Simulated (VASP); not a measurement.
# ZnO (P6_3mc) in VASP: further runs, part 2 of 2

VASP 6.6.1. Earlier steps stand in the parts before.

## 3. Single point, LDA (in-plane strain -0.01, then relaxed in part)

The input, INCAR:

```
ALGO     = Normal         # electronic algorithm
EDIFF    = 1E-6           # SCF threshold, eV
ENCUT    = 1340           # plane-wave cutoff, eV
GGA      = CA             # functional
GGA_COMPAT= False        
ISIF     = 2              # what is computed and relaxed
ISMEAR   = 0              # smearing method
LASPH    = True           # aspherical terms in the spheres
LCHARG   = False          # write CHGCAR
LREAL    = False          # projectors in reciprocal space
LWAVE    = False          # write WAVECAR
NBANDS   = 26             # bands
NELM     = 120            # most SCF steps
PREC     = Accurate       # precision mode
SIGMA    = 0.01           # smearing width, eV
```

The input, KPOINTS:

```
k-points
0
Gamma
  8 8 4
```

The input, POSCAR:

```
ZnO
1.0
    3.1552743932      0.0000000000      0.0000000000
   -1.5776371966      2.7325477805      0.0000000000
    0.0000000000      0.0000000000      5.2047246764
Zn O
2 2
Direct
    0.3333333333      0.6666666667      0.5029492769
    0.6666666667      0.3333333333      0.0029492769
    0.6666666667      0.3333333333      0.3760607231
    0.3333333333      0.6666666667      0.8760607231
```

Potentials or basis: VASP PAW LDA potentials, release 64 (Zn, O_h).

Run with:

```console
$ cat potpaw_LDA.64/Zn/POTCAR potpaw_LDA.64/O_h/POTCAR > POTCAR
$ mpirun -np 1 vasp_std > vasp.out
```

OUTCAR:

```text
EDIFF = 1E-6
   ENCUT = 1340
   GGA = CA
   ISIF = 2
   ISMEAR = 0
   LASPH = True
   LREAL = False
   NELM = 120
   PREC = Accurate

 ion  position               nearest neighbor table
   1  0.333  0.667  0.503-   3 1.94   3 1.94   3 1.94   4 1.94
   2  0.667  0.333  0.003-   4 1.94   4 1.94   4 1.94   3 1.94
   3  0.667  0.333  0.376-   1 1.94   1 1.94   1 1.94   2 1.94
   4  0.333  0.667  0.876-   2 1.94   2 1.94   2 1.94   1 1.94

  LATTYP: Found a hexagonal cell.
 ALAT       =     3.1552743932
 C/A-ratio  =     1.6495315550

  Lattice vectors:

 A1 = (   3.1552743932,   0.0000000000,   0.0000000000)
 A2 = (  -1.5776371966,   2.7325477805,   0.0000000000)
 A3 = (   0.0000000000,   0.0000000000,   5.2047246764)

Analysis of symmetry for initial positions (statically):
=====================================================================
 Subroutine PRICEL returns:
 Original cell was already a primitive cell.

 Routine SETGRP: Setting up the symmetry group for a
 hexagonal supercell.

 Subroutine GETGRP returns: Found 12 space group operations
 (whereof  6 operations were pure point group operations)
 out of a pool of 24 trial point group operations.

The static configuration has the point symmetry C_3v.
 The point group associated with its full space group is C_6v.

Analysis of symmetry for dynamics (positions and initial velocities):
=====================================================================
 Subroutine PRICEL returns:
 Original cell was already a primitive cell.

 Routine SETGRP: Setting up the symmetry group for a
 hexagonal supercell.

 Subroutine GETGRP returns: Found 12 space group operations
 (whereof  6 operations were pure point group operations)
 out of a pool of 24 trial point group operations.

[... 115 lines left out ...]
   PSTRESS=    0.0 pullay stress
   NELECT =      36.0000    total number of electrons
   NUPDOWN=      -1.0000    fix difference up-down
   EMIN   =  10.00;   EMAX   =-10.00  energy-range for DOS
   EFERMI =   0.00;   METHOD = LEGACY
   ISMEAR =     0;   SIGMA  =   0.01  broadening in eV -4-tet -1-fermi 0-gaus
   EFERMI_NEDOS =   21; number of points for ismear=-14 and -15
   IALGO  =     38    algorithm
   IMIX   =      4    mixing-type and parameters
     AMIX     =   0.40;   BMIX     =  1.00
     AMIX_MAG =   1.60;   BMIX_MAG =  1.00
  volume/ion in A,a.u.               =      11.22        75.71
  Fermi-wavevector in a.u.,A,eV,Ry     =   1.521160  2.874575 31.482881  2.313926
  Thomas-Fermi vector in A             =   2.629912
   LORBIT       =      0    0 simple, 1 ext, 2 COOP (PROOUT), +10 PAW based schemes
   GGA     = CA    functional components
   LHFCALC =     F    Hartree Fock is set to
   AEXX    =    0.0000 exact exchange contribution
   IVDW    =     0    specifies the selected vdW correction
   LEPSILON=     F    determine dielectric tensor
   LRPA    =     F    only Hartree local field effects (RPA)
 non-spin polarized calculation
 Gauss-broadening in eV      SIGMA  =   0.01
  energy-cutoff  :     1340.00
  volume of cell :       44.87
 maximum number of plane-waves:      5035
 NGX is ok and might be reduce to    40
   NGX = 19   NGY = 19   NGZ = 31

 number of electron      36.0000002 magnetization

 Free energy of the ion-electron system (eV)
  ---------------------------------------------------
  ext. energy  EPLUGINS =         0.00000000
  ---------------------------------------------------
  free energy    TOTEN  =       -21.16362412 eV

  energy without entropy =      -21.16362412  energy(sigma->0) =      -21.16362412

 E-fermi :   1.9035     XC(G=0): -11.7858

 val. band max:        1.8041676685   @ k =   0.0000   0.0000   0.0000
 cond. band min:       2.6032683201   @ k =   0.0000   0.0000   0.0000
 fundamental gap:      0.7991006515
 Fermi energy:         1.9035018382

 k-point     1 :       0.0000    0.0000    0.0000
  band No.  band energies     occupation
      1     -16.5138      2.00000
      2     -15.6836      2.00000
      3      -4.4946      2.00000
      4      -4.3203      2.00000
      5      -4.2743      2.00000
      6      -4.2743      2.00000
[... 685 lines left out ...]
     25      15.7079      0.00000
     26      15.7079      0.00000

 [... further k-points ...]
[... 5 lines left out ...]
  --------------------------------------------------------------------------------------
  -------------------------------------------------------------------------------------
  Total        1.0009689      1.0009689      0.3325508      0.0000000      0.0000000      0.0000000
  in kB       35.7378574     35.7378574     11.8731500      0.0000000      0.0000000      0.0000000
  external PRESSURE =      27.7829549 kB  Pullay stress =       0.0000000 kB

 VOLUME and BASIS-vectors are now :
 -----------------------------------------------------------------------------
  energy-cutoff  :     1340.00
  volume of cell :       44.87
      direct lattice vectors                 reciprocal lattice vectors
     3.155274393  0.000000000  0.000000000     0.316929647  0.182979417  0.000000000
    -1.577637197  2.732547781  0.000000000     0.000000000  0.365958834  0.000000000
     0.000000000  0.000000000  5.204724676     0.000000000  0.000000000  0.192133122

 POSITION                                       TOTAL-FORCE (eV/Angst)
 -----------------------------------------------------------------------------------
     -0.00000      1.82170      2.61771         0.000000      0.000000      0.005011
      1.57764      0.91085      0.01535        -0.000000      0.000000      0.005011
      1.57764      0.91085      1.95729         0.000000     -0.000000     -0.005011
     -0.00000      1.82170      4.55965        -0.000000      0.000000     -0.005011
 -----------------------------------------------------------------------------------
    total drift:                                0.000000     -0.000000     -0.000025

  FREE ENERGIE OF THE ION-ELECTRON SYSTEM (eV)
  ---------------------------------------------------
  free  energy   TOTEN  =       -21.1636241218 eV

  energy  without entropy=      -21.1636241218  energy(sigma->0) =      -21.16362412
```

OSZICAR:

```text
N       E                     dE             d eps       ncg     rms          rms(c)
DAV:   1     0.440972141718E+03    0.44097E+03   -0.31606E+04  1608   0.384E+03
DAV:   2     0.534795448838E+02   -0.38749E+03   -0.36558E+03  1592   0.670E+02
DAV:   3    -0.201904258157E+02   -0.73670E+02   -0.70732E+02  1880   0.218E+02
DAV:   4    -0.241862799603E+02   -0.39959E+01   -0.39633E+01  1704   0.561E+01
DAV:   5    -0.242256918241E+02   -0.39412E-01   -0.39373E-01  1788   0.560E+00    0.160E+01
DAV:   6    -0.210592401043E+02    0.31665E+01   -0.56016E+00  2562   0.599E+01    0.101E+01
DAV:   7    -0.212346814995E+02   -0.17544E+00   -0.27413E+00  1816   0.166E+01    0.600E+00
DAV:   8    -0.212115206311E+02    0.23161E-01   -0.58360E-01  2116   0.693E+00    0.183E+00
DAV:   9    -0.211617729609E+02    0.49748E-01   -0.88811E-02  2274   0.592E+00    0.439E-01
DAV:  10    -0.211636259168E+02   -0.18530E-02   -0.42818E-02  1604   0.167E+00    0.752E-02
DAV:  11    -0.211636558548E+02   -0.29938E-04   -0.81134E-04  1926   0.553E-01    0.443E-02
DAV:  12    -0.211636250996E+02    0.30755E-04   -0.20648E-04  1894   0.412E-01    0.113E-02
DAV:  13    -0.211636245195E+02    0.58012E-06   -0.15411E-05  2308   0.765E-02    0.754E-03
DAV:  14    -0.211636241218E+02    0.39768E-06   -0.39270E-06  1392   0.245E-02
   1 F= -.21163624E+02 E0= -.21163624E+02  d E =-.618053E-47
```

Wall time 3 min (1 thread of Intel Xeon Platinum 8259CL at 2.50GHz (Skylake/Cascade Lake), shared host); peak memory 0.31 GiB.

Results:

```
Free energy            : -21.1636 eV
Pressure               : 2.8 GPa
Largest force          : 0.005 eV/Å
Band gap on the k mesh : 0.80 eV
```

Forces on the atoms (eV/Å):
```
Zn   0.000  0.000  0.005
Zn   0.000  0.000  0.005
O    0.000  0.000 -0.005
O    0.000  0.000 -0.005
```

Caveat: the cell differs from its parent crystal (in-plane strain -0.01, then relaxed in part); semilocal functionals underestimate gaps, and a narrow one can read as zero.
